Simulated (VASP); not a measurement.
Ge: single point with PBE

Crystal: Ge.

```
CELL_PARAMETERS angstrom
3.80347 -1.70992 -0.00213
3.80347 1.70992 -0.00213
-1.90396 0.00000 3.29857
ATOMIC_POSITIONS crystal
Ge 0.19223 0.19223 0.19239
Ge 0.80777 0.80777 0.80761
```

```json
{
 "Program": "VASP 6.6.1",
 "Task": "single point",
 "Functional": "PBE",
 "Potentials or basis": "VASP PAW PBE potentials, release 64 (Ge_d)",
 "Cutoff": "520 eV",
 "k mesh": "6 × 6 × 6",
 "Occupations": "gaussian, width 0.1 eV",
 "Spin": "no spin polarisation"
}
```

```json
{
 "Pressure": "0.0 GPa",
 "Largest force": "0.007 eV/Å",
 "Band gap on the k mesh": "zero (bands 14 and 15 overlap by 3.96 eV)"
}
```

Forces on the atoms (eV/Å):
```
Ge   0.002  0.000 -0.007
Ge  -0.002  0.000  0.007
```

Stress tensor (GPa, compression positive):
```
 0.09  0.00  0.06
 0.00 -0.03  0.00
 0.06  0.00  0.00
```

Levels at points of the mesh, in eV from the Fermi level:
| k point | band 10 | band 11 | band 12 | band 13 | band 14 | band 15 | band 16 | band 17 | band 18 | band 19 |
| --- | --- | --- | --- | --- | --- | --- | --- | --- | --- | --- |
| (0.00, 0.00, 0.00) | -24.27 | -12.39 | -0.93 | -0.61 | 0.12 | 1.38 | 2.82 | 4.71 | 5.97 | 6.58 |
| (0.50, 0.00, 0.00) | -24.27 | -9.21 | -7.92 | -1.66 | 0.68 | 1.25 | 2.37 | 3.95 | 4.08 | 10.00 |
| (0.50, 0.50, 0.00) | -24.28 | -10.39 | -7.29 | -2.15 | -0.91 | -0.17 | 4.59 | 9.79 | 9.87 | 9.94 |
| (0.00, 0.00, 0.50) | -24.26 | -9.79 | -8.46 | -1.95 | 0.74 | 2.53 | 3.77 | 5.45 | 5.66 | 10.80 |
| (0.50, 0.00, 0.50) | -24.26 | -8.18 | -5.61 | -4.96 | -3.31 | -1.20 | 1.93 | 6.50 | 9.01 | 9.72 |
| (0.50, 0.50, 0.50) | -24.26 | -9.80 | -8.45 | -1.95 | 0.73 | 2.53 | 3.76 | 5.45 | 5.66 | 10.80 |

Run time: 19 s on 1 thread of Intel(R) Xeon(R) 6975P-C (Granite Rapids), with other jobs on the host, peak memory 0.2 GiB.
